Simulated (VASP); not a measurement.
Here is a VASP 6.6.1 calculation.

The input INCAR:

```
PREC     = Accurate       # precision mode
ENCUT    = 400            # plane-wave cutoff, eV
EDIFF    = 1E-6           # SCF threshold, eV
ISMEAR   = -1             # smearing method
SIGMA    = 0.1            # smearing width, eV
LREAL    = False          # projectors in reciprocal space
LASPH    = True           # aspherical terms in the spheres
NELM     = 120            # most SCF steps
ALGO     = Normal         # electronic algorithm
ISIF     = 2              # what is computed and relaxed
LWAVE    = False          # write WAVECAR
LCHARG   = False          # write CHGCAR
LDIPOL   = True         
IDIPOL   = 3            
DIPOL    = 0.5 0.5 0.500
GGA      = PS             # functional
NBANDS   = 23             # bands
GGA_COMPAT= False        
NELMDL   = -8
```

File KPOINTS:

```
regular mesh
0
Gamma
  6 6 1
```

POSCAR

```
S
1.0
    2.8204368181      0.0000000000      0.0000000000
    0.0000000000      2.8204368181      0.0000000000
    0.0000000000      0.0000000000     23.9774000000
S
5
Direct
    0.0000000000      0.0000000000      0.3336475181
    0.5000000000      0.5000000000      0.4168237590
    1.0000000000      1.0000000000      0.5000000000
    0.5000000000      0.5000000000      0.5831762410
    1.0000000000      1.0000000000      0.6663524819
```

Potentials or basis: VASP PAW PBE potentials, release 64 (S).

Command:

```sh
$ cat potpaw_PBE.64/S/POTCAR > POTCAR
$ mpirun -np 1 vasp_std > vasp.out
```

Task: What does it give for the largest force?

Result: 0.503 eV/Å.

Task: What does it give for the band gap on the k mesh?

Result: Zero (bands 15 and 16 overlap by 2.63 eV).

Forces on the atoms (eV/Å):
```
S    0.000  0.000  0.503
S    0.000  0.000 -0.195
S    0.000  0.000  0.000
S    0.000  0.000  0.195
S    0.000  0.000 -0.503
```

Caveat: the k points lie up to 0.37 Å⁻¹ apart, too coarse for converged energies and pressures of a metal; the PAW data sets were made with another functional, which shifts forces and pressure a little.
